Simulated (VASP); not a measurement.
KCdCO3F:

```
K Cd C O F
1.0
     5.13240    0.00000    0.00000
    -2.56620    4.44479    0.00000
     0.00000    0.00000    4.43240
K Cd C O F
1 1 1 3 1
Direct
  0.00000 0.00000 0.00000
  0.66667 0.33333 0.50000
  0.33333 0.66667 0.50000
  0.19250 0.38500 0.50000
  0.19250 0.80750 0.50000
  0.61500 0.80750 0.50000
  0.66667 0.33333 0.00000
```

| Property | Result |
| --- | --- |
| Program | VASP 6.6.1 |
| Task | relaxation of cell and atoms |
| Functional | PBE |
| Potentials or basis | VASP PAW PBE potentials, release 64 (K_sv, Cd, C, O, F) |
| Cutoff | 600 eV |
| k mesh | 6 × 6 × 4 |
| Occupations | gaussian, width 0.1 eV |
| Spin | no spin polarisation |

At the start: pressure 6.8 GPa; volume 14.44 Å³/atom.

Question: Where does the relaxation end?

Answer: Over 7 steps the energy falls by 32.3 meV/atom and the volume is 14.71 Å³/atom (+1.8 %); space group P-6m2 (No. 187, to 0.1 Å) before and after.

Step by step:
```csv
step,energy change (eV),largest force (eV/Å),pressure (GPa),volume (Å³)
1,0.0000,3.4376,6.79,101.11
2,1.9221,6.4898,-14.15,110.30
3,-0.2154,0.3732,-0.82,103.02
4,-0.2193,0.0533,-0.16,102.81
5,-0.2195,0.0411,0.04,102.75
6,-0.2224,0.0410,-0.01,102.80
7,-0.2264,0.0414,-0.11,102.95
```

Final structure:
```
K Cd C O F
1.0
     5.13929    0.00000    0.00000
    -2.56965    4.45076    0.00000
     0.00000    0.00000    4.50083
K Cd C O F
1 1 1 3 1
Direct
  0.00000 0.00000 0.00000
  0.66667 0.33333 0.50000
  0.33333 0.66667 0.50000
  0.18767 0.37534 0.50000
  0.18767 0.81233 0.50000
  0.62466 0.81233 0.50000
  0.66667 0.33333 0.00000
```

Caveat: the relaxation stopped at a loose force limit of 0.05 eV/Å, so its end isn't a converged minimum.
